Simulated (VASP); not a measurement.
Write the native input for VASP 6.6.1 that does the following.

```yaml
Task: single point
Functional: PBE
Potentials_or_basis: VASP PAW PBE potentials, release 64 (Ge_d, W_sv)
Cutoff: 520 eV
k_mesh: 6 × 6 × 4
Occupations: gaussian, width 0.1 eV
Spin: no spin polarisation
Dipole_correction: no
Further_INCAR_settings: ALGO = Normal; EDIFF = 1e-06; NBANDS = 43
```

The structure of Ge3W2 lies in POSCAR:

```
Ge3W2
1.0
    3.5545590053      0.0000000000      0.0000000000
    0.0000000000      3.5545590053      0.0000000000
    0.0000000000      0.0000000000      7.3368336117
Ge W
3 2
Direct
    0.5000000000      0.0000000000      0.9692519129
    0.0000000000      0.5000000000      0.9692519129
    0.0000000000      0.0000000000      0.3737874791
    0.0000000000      0.0000000000      0.7158457940
    0.5000000000      0.5000000000      0.2418628212
```

These files were run (other wordings do the same):

INCAR

```
SYSTEM = Ge3W2
PREC = Accurate ; ENCUT = 520
EDIFF = 1E-6 ; ISMEAR = 0
SIGMA = 0.1 ; LREAL = .False.
LASPH = .True. ; NELM = 60
ALGO = Normal ; ISIF = 2
LWAVE = .False. ; LCHARG = .True.
GGA = PE ; LELF = .True.
LVHAR = .True. ; NBANDS = 43
```

KPOINTS

```
regular mesh
0
Gamma
  6 6 4
  0 0 0
```

Potentials or basis: VASP PAW PBE potentials, release 64 (Ge_d, W_sv).

Command:

```console
$ cat potpaw_PBE.64/Ge_d/POTCAR potpaw_PBE.64/W_sv/POTCAR > POTCAR
$ mpirun -np 1 vasp_std > vasp.out
```

Results of the run:

* Pressure: 0.2 GPa
* Largest force: 0.012 eV/Å
* Band gap on the k mesh: zero (band 35 reaches 8.83 eV, above the bottom of band 36 at 7.28 eV)

Caveat: spin-orbit coupling is left out, which moves the levels of the heavy elements.

Wall time 57 s on 1 thread of Intel(R) Xeon(R) 6975P-C (Granite Rapids), on a shared host, peak memory 0.25 GiB.
